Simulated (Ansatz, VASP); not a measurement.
Two plane-wave programs on KTaO3

POSCAR

```
KTaO3
1.0
    4.0683888445      0.0000000000      0.0000000000
    0.0000000000      4.0683888445      0.0000000000
    0.0000000000      0.0000000000      4.0683888445
K Ta O
1 1 3
Direct
    0.0000000000      0.0000000000      0.0000000000
    0.5000000000      0.5000000000      0.5000000000
    0.5000000000      0.5000000000      0.0000000000
    0.5000000000      0.0000000000      0.5000000000
    0.0000000000      0.5000000000      0.5000000000
```

INCAR.step1

```
SYSTEM = KTaO3
PREC = Accurate ; ENCUT = 660
ISMEAR = 0 ; SIGMA = 0.01
LREAL = .FALSE. ; LASPH = .TRUE.
NELM = 120 ; NBANDS = 28
GGA = PE ; ALGO = Normal
EDIFF = 1E-5 ; LWAVE = .TRUE.
LCHARG = .FALSE. ; GGA_COMPAT = .FALSE.
```

Contents of INCAR.step2:

```
SYSTEM = KTaO3
PREC = Accurate ; ENCUT = 660
EDIFF = 1E-6 ; ISMEAR = 0
SIGMA = 0.01 ; LREAL = .FALSE.
LASPH = .TRUE. ; NELM = 120
ALGO = Normal ; ISIF = 2
LWAVE = .FALSE. ; LCHARG = .FALSE.
METAGGA = R2SCAN ; LMIXTAU = .TRUE.
NBANDS = 28 ; ISTART = 1
GGA_COMPAT = .FALSE.
```

KPOINTS

```
Automatic mesh
0
G
  6 6 6
  0 0 0
```

Input for Ansatz:

```yaml
crystal:
  lattice:
    - [4.0683888445, 0.0, 0.0]
    - [0.0, 4.0683888445, 0.0]
    - [0.0, 0.0, 4.0683888445]
  atoms:
    - { symbol: K, position: [0.0, 0.0, 0.0] }
    - { symbol: Ta, position: [0.5, 0.5, 0.5] }
    - { symbol: O, position: [0.5, 0.5, 0.0] }
    - { symbol: O, position: [0.5, 0.0, 0.5] }
    - { symbol: O, position: [0.0, 0.5, 0.5] }
kpoints:
  mp_grid: { grid: [6, 6, 6] }
hamiltonian:
  xc: r2scan
scf:
  occupations: { method: fixed }
  n_extra_bands: 5
output:
  forces: true
  stress: true
  eigenvalues: true
```

Alike in both runs: task single point; functional r2SCAN; k mesh 6 × 6 × 6; no spin polarisation.

|  | VASP | Ansatz |
| --- | --- | --- |
| version | VASP 6.6.1 | Ansatz 0.2.0 |
| potentials or method | VASP PAW PBE potentials, release 64 (K_sv, Ta_sv_GW, O) | plane waves, PAW |
| plane-wave cutoff (eV) | 660 | 500 |
| occupations | gaussian, width 0.01 eV | fixed |
| valence electrons in the cell | 40 | 40 |

Ansatz gave:

| Quantity | Value |
| --- | --- |
| gap on the k mesh at the Fermi level (eV) | 2.47 |
| pressure (GPa) | -10.7 |

Which values does VASP return?

gap on the k mesh at the Fermi level (eV): 2.46; pressure (GPa): -10.9.

VASP's potentials were made for PBE, not for r2SCAN.

Spin-orbit coupling is off throughout.
